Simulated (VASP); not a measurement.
# Nb (Fm-3m) in VASP: further runs

The runs below take Nb through single point, with PBE, BLYP+D4.

Everything below comes from runs of VASP 6.6.1. Logs are shortened: lines on timing, memory, paths and dates and some standing lists are left out, and cuts for length are marked.

## 1. The cell of the first run

It takes space group Fm-3m (No. 225, cubic). The conventional cell has a = 4.313 Å, b = 4.313 Å, c = 4.313 Å, α = 90.00°, β = 90.00°, γ = 90.00°. Nb (site symmetry m-3m) has 12 Nb at 3.05 Å within 4.0 Å.

## 2. Single point, PBE

The input, INCAR:

```
SYSTEM = Nb
PREC = Accurate ; ENCUT = 520
EDIFF = 1E-6 ; ISMEAR = -1
SIGMA = 0.05 ; LREAL = .False.
LASPH = .True. ; NELM = 60
ALGO = Normal ; ISIF = 2
LWAVE = .False. ; LCHARG = .False.
GGA = PE ; NBANDS = 12
```

The input, KPOINTS:

```
regular mesh
0
Gamma
  11 11 11
  0 0 0
```

The input, POSCAR:

```
Nb
1.0
    0.0000000000      2.1564811194      2.1564811194
    2.1564811194      0.0000000000      2.1564811194
    2.1564811194      2.1564811194      0.0000000000
Nb
1
Direct
    0.0000000000      0.0000000000      0.0000000000
```

Potentials or basis: VASP PAW PBE potentials, release 64 (Nb_sv).

The run is started by

```bash
cat potpaw_PBE.64/Nb_sv/POTCAR > POTCAR
mpirun -np 1 vasp_std > vasp.out
```

OUTCAR:

```text
SYSTEM = Nb
   PREC = Accurate
   ENCUT = 520
   EDIFF = 1E-6
   ISMEAR = -1
   LREAL = .False.
   LASPH = .True.
   NELM = 60
   ISIF = 2
   GGA = PE

 ion  position               nearest neighbor table
   1  0.000  0.000  0.000-

  LATTYP: Found a face centered cubic cell.
 ALAT       =     4.3129622388

  Lattice vectors:

 A1 = (   0.0000000000,   2.1564811194,   2.1564811194)
 A2 = (   2.1564811194,   0.0000000000,   2.1564811194)
 A3 = (   2.1564811194,   2.1564811194,   0.0000000000)

Analysis of symmetry for initial positions (statically):
=====================================================================
 Subroutine PRICEL returns:
 Original cell was already a primitive cell.

 Routine SETGRP: Setting up the symmetry group for a
 face centered cubic supercell.

 Subroutine GETGRP returns: Found 48 space group operations
 (whereof 48 operations were pure point group operations)
 out of a pool of 48 trial point group operations.

The static configuration has the point symmetry O_h .

Analysis of symmetry for dynamics (positions and initial velocities):
=====================================================================
 Subroutine PRICEL returns:
 Original cell was already a primitive cell.

 Routine SETGRP: Setting up the symmetry group for a
 face centered cubic supercell.

 Subroutine GETGRP returns: Found 48 space group operations
 (whereof 48 operations were pure point group operations)
 out of a pool of 48 trial point group operations.

The dynamic configuration has the point symmetry O_h .

 Subroutine INISYM returns: Found 48 space group operations
 (whereof 48 operations are pure point group operations),
 and found     1 'primitive' translations

----------------------------------------------------------------------------------------

                                     Primitive cell

  volume of cell :      20.0570

  direct lattice vectors                    reciprocal lattice vectors
     0.000000000  2.156481119  2.156481119    -0.231859206  0.231859206  0.231859206
     2.156481119  0.000000000  2.156481119     0.231859206 -0.231859206  0.231859206
     2.156481119  2.156481119  0.000000000     0.231859206  0.231859206 -0.231859206

  length of vectors
     3.049724846  3.049724846  3.049724846     0.401591925  0.401591925  0.401591925

  position of ions in fractional coordinates (direct lattice)
     0.000000000  0.000000000  0.000000000

  ion indices of the primitive-cell ions
   primitive index   ion index
                 1           1

----------------------------------------------------------------------------------------

 KPOINTS: regular mesh

Automatic generation of k-mesh.
 Grid dimensions read from file:
 generate k-points for:   11   11   11

 Generating k-lattice:

  Cartesian coordinates                     Fractional coordinates (reciprocal lattice)
    -0.021078110  0.021078110  0.021078110     0.090909091  0.000000000  0.000000000
     0.021078110 -0.021078110  0.021078110     0.000000000  0.090909091  0.000000000
     0.021078110  0.021078110 -0.021078110     0.000000000  0.000000000  0.090909091

  Length of vectors
     0.036508357  0.036508357  0.036508357

  Shift w.r.t. Gamma in fractional coordinates (k-lattice)
     0.000000000  0.000000000  0.000000000

 Subroutine IBZKPT returns following result:
 ===========================================

 Found     56 irreducible k-points:

 Following reciprocal coordinates:
            Coordinates               Weight
  0.000000  0.000000  0.000000      1.000000
  0.090909  0.000000  0.000000      8.000000
  0.181818  0.000000  0.000000      8.000000
  0.272727  0.000000  0.000000      8.000000
  0.363636  0.000000  0.000000      8.000000
  0.454545  0.000000  0.000000      8.000000
[... 16 lines left out ...]
 -0.272727  0.181818  0.000000     24.000000
 -0.181818  0.181818  0.000000     12.000000
 [... further k-points ...]
   k-points           NKPTS =     56   k-points in BZ     NKDIM =     56   number of bands    NBANDS=     12
   number of dos      NEDOS =    301   number of ions     NIONS =      1
   total plane-waves  NPLWV =  13824
   dimension x,y,z NGX =    24 NGY =   24 NGZ =   24
   dimension x,y,z NGXF=    48 NGYF=   48 NGZF=   48
   ions per type =               1
   NGX,Y,Z   is equivalent  to a cutoff of  13.08, 13.08, 13.08 a.u.
   NGXF,Y,Z  is equivalent  to a cutoff of  26.17, 26.17, 26.17 a.u.
 SYSTEM =  Nb
   PREC   = accura    normal or accurate (medium, high low for compatibility)
   ISTART =      0    job   : 0-new  1-cont  2-samecut
   ICHARG =      2    charge: 1-file 2-atom 10-const
   ISPIN  =      1    spin polarized calculation?
   LNONCOLLINEAR =      F non collinear calculations
   LSORBIT =      F    spin-orbit coupling
   LASPH  =      T    aspherical Exc in radial PAW
   ENCUT  =  520.0 eV  38.22 Ry    6.18 a.u.   5.67  5.67  5.67*2*pi/ulx,y,z
   NELM   =     60;   NELMIN=  2; NELMDL= -5     # of ELM steps
   EDIFF  = 0.1E-05   stopping-criterion for ELM
   LREAL  =      F    real-space projection
   EDIFFG = 0.1E-04   stopping-criterion for IOM
   NSW    =      0    number of steps for IOM
   IBRION =     -1    ionic relax: 0-MD 1-quasi-New 2-CG
   NFREE  =      0    steps in history (QN), initial steepest desc. (CG)
   ISIF   =      2    stress and relaxation
   ISYM   =      2    0-nonsym 1-usesym 2-fastsym
   POTIM  = 0.5000    time-step for ionic-motion
   TEBEG  =    0.0;   TEEND  =   0.0 temperature during run
   PSTRESS=    0.0 pullay stress
   NELECT =      13.0000    total number of electrons
   NUPDOWN=      -1.0000    fix difference up-down
   EMIN   =  10.00;   EMAX   =-10.00  energy-range for DOS
   EFERMI =   0.00;   METHOD = LEGACY
   ISMEAR =    -1;   SIGMA  =   0.05  broadening in eV -4-tet -1-fermi 0-gaus
   EFERMI_NEDOS =   21; number of points for ismear=-14 and -15
   IALGO  =     38    algorithm
   IMIX   =      4    mixing-type and parameters
     AMIX     =   0.40;   BMIX     =  1.00
     AMIX_MAG =   1.60;   BMIX_MAG =  1.00
  volume/ion in A,a.u.               =      20.06       135.35
  Fermi-wavevector in a.u.,A,eV,Ry     =   1.416773  2.677313 27.310238  2.007246
  Thomas-Fermi vector in A             =   2.538073
   LORBIT       =      0    0 simple, 1 ext, 2 COOP (PROOUT), +10 PAW based schemes
   GGA     = PE    functional components
[... 5 lines left out ...]
 non-spin polarized calculation
  energy-cutoff  :      520.00
  volume of cell :       20.06
 maximum number of plane-waves:       556
   NGX = 11   NGY = 11   NGZ = 11

 number of electron      12.9999999 magnetization

 Free energy of the ion-electron system (eV)
  ---------------------------------------------------
  ext. energy  EPLUGINS =         0.00000000
  ---------------------------------------------------
  free energy    TOTEN  =        -9.85476042 eV

  energy without entropy =       -9.84096530  energy(sigma->0) =       -9.84786286

 E-fermi :  10.1019     XC(G=0): -11.9566

 val. band max:       10.0945532945   @ k =   0.3636   0.2727   0.0909
 cond. band min:      10.1037822582   @ k =   0.3636   0.0909   0.0000
 fundamental gap:      0.0092289637
 Fermi energy:        10.1018733454

 k-point     1 :       0.0000    0.0000    0.0000
  band No.  band energies     occupation
      1     -44.8041      2.00000
      2     -20.3014      2.00000
      3     -20.3014      2.00000
      4     -20.3014      2.00000
      5       4.0173      2.00000
      6      10.2114      0.20111
      7      10.2114      0.20111
      8      10.2114      0.20111
      9      12.5737      0.00000
     10      12.5737      0.00000
     11      21.8025      0.00000
     12      26.2951      0.00000

 k-point     2 :       0.0909    0.0000    0.0000
  band No.  band energies     occupation
      1     -44.7926      2.00000
      2     -20.3815      2.00000
      3     -20.3116      2.00000
      4     -20.3116      2.00000
      5       4.3000      2.00000
      6      10.0035      1.75459
      7      10.3363      0.01822
      8      10.3363      0.01822
      9      12.4724      0.00000
     10      12.4724      0.00000
     11      22.3505      0.00000
     12      25.1752      0.00000

 k-point     3 :       0.1818    0.0000    0.0000
  band No.  band energies     occupation
      1     -44.7618      2.00000
      2     -20.5926      2.00000
      3     -20.3387      2.00000
      4     -20.3387      2.00000
      5       5.0565      2.00000
      6       9.5902      1.99993
      7      10.5584      0.00022
      8      10.5584      0.00022
      9      12.3918      0.00000
     10      12.3918      0.00000
     11      23.0939      0.00000
     12      24.0258      0.00000
[... 286 lines left out ...]
 k-point    23 :      -0.2727    0.1818    0.0000
  band No.  band energies     occupation
      1     -44.6726      2.00000
      2     -20.9920      2.00000
      3     -20.6088      2.00000
      4     -20.4057      2.00000
      5       7.2479      2.00000
      6       9.1271      2.00000
      7       9.5954      1.99992
      8      11.0315      0.00000
      9      12.3337      0.00000
     10      15.1859      0.00000
     11      21.8240      0.00000
     12      24.3070      0.00000

 k-point    24 :      -0.1818    0.1818    0.0000
  band No.  band energies     occupation
      1     -44.7074      2.00000
      2     -20.8353      2.00000
      3     -20.5246      2.00000
      4     -20.3645      2.00000
      5       6.4799      2.00000
      6       8.9939      2.00000
      7      10.1512      0.54338
      8      11.3873      0.00000
      9      11.4133      0.00000
     10      14.0634      0.00000
     11      22.9174      0.00000
     12      25.3069      0.00000

 [... further k-points ...]

------------------------ aborting loop because EDIFF is reached ----------------------------------------

  FORCE on cell =-STRESS in cart. coord.  units (eV):
  Direction    XX          YY          ZZ          XY          YZ          ZX
  --------------------------------------------------------------------------------------
  -------------------------------------------------------------------------------------
  Total       -1.2775397     -1.2775397     -1.2775397      0.0000000      0.0000000      0.0000000
  in kB     -102.0511769   -102.0511769   -102.0511769      0.0000000      0.0000000      0.0000000
  external PRESSURE =    -102.0511769 kB  Pullay stress =       0.0000000 kB

 VOLUME and BASIS-vectors are now :
 -----------------------------------------------------------------------------
  energy-cutoff  :      520.00
  volume of cell :       20.06
      direct lattice vectors                 reciprocal lattice vectors
     0.000000000  2.156481119  2.156481119    -0.231859206  0.231859206  0.231859206
     2.156481119  0.000000000  2.156481119     0.231859206 -0.231859206  0.231859206
     2.156481119  2.156481119  0.000000000     0.231859206  0.231859206 -0.231859206

 POSITION                                       TOTAL-FORCE (eV/Angst)
 -----------------------------------------------------------------------------------
      0.00000      0.00000      0.00000        -0.000000      0.000000      0.000000
 -----------------------------------------------------------------------------------
    total drift:                               -0.000000     -0.000000     -0.000000

  FREE ENERGIE OF THE ION-ELECTRON SYSTEM (eV)
  ---------------------------------------------------
  free  energy   TOTEN  =        -9.8547604190 eV

  energy  without entropy=       -9.8409652957  energy(sigma->0) =       -9.84786286
```

It took 8.9 s on 1 thread of AMD EPYC 9R14 (Zen 4), shared host; peak memory 0.11 GiB.

What came out:

* Free energy: -9.8548 eV
* Pressure: -10.2 GPa

## 3. Single point, BLYP+D4

This run uses another cell than the first one, of 18.80 Å³/atom, 0.937 times its volume.

INCAR: that of step 2 with these lines changed.

```diff
@@ -7,2 +7,7 @@
 LWAVE = .False. ; LCHARG = .False.
-GGA = PE ; NBANDS = 12
+GGA = B5 ; ALDAX = 1.0
+AGGAX = 1.0 ; AGGAC = 1.0
+ALDAC = 0.0 ; IVDW = 13
+VDW_S6 = 1.0 ; VDW_S8 = 2.34076671
+VDW_A1 = 0.44488865 ; VDW_A2 = 4.0933009
+NBANDS = 12
```

KPOINTS is that of step 2.

The input, POSCAR:

```
Nb
1.0
    0.0000000000      2.1105606861      2.1105606861
    2.1105606861      0.0000000000      2.1105606861
    2.1105606861      2.1105606861      0.0000000000
Nb
1
Direct
    0.0000000000      0.0000000000      0.0000000000
```

Potentials or basis: VASP PAW PBE potentials, release 64 (Nb_sv).

The run is started by

```bash
cat potpaw_PBE.64/Nb_sv/POTCAR > POTCAR
mpirun -np 1 vasp_std > vasp.out
```

It took 7.1 s on 1 thread of Intel Xeon 6975P-C (Granite Rapids), shared host; peak memory 0.14 GiB.

It converged, with:

- Free energy: -9.1439 eV
- Pressure: -0.1 GPa
- Dispersion energy per atom: -0.598 eV

Levels at points of the mesh, in eV from the Fermi level:
```
           k point  band 3  band 4  band 5  band 6  band 7  band 8  band 9  band 10
(0.00, 0.00, 0.00)  -30.19  -30.19   -6.04    0.03    0.03    0.03    2.59     2.59
```

Caveat: the PAW data sets were made with another functional, which shifts forces and pressure a little; pairwise dispersion overbinds metals, which lowers pressure and volume.
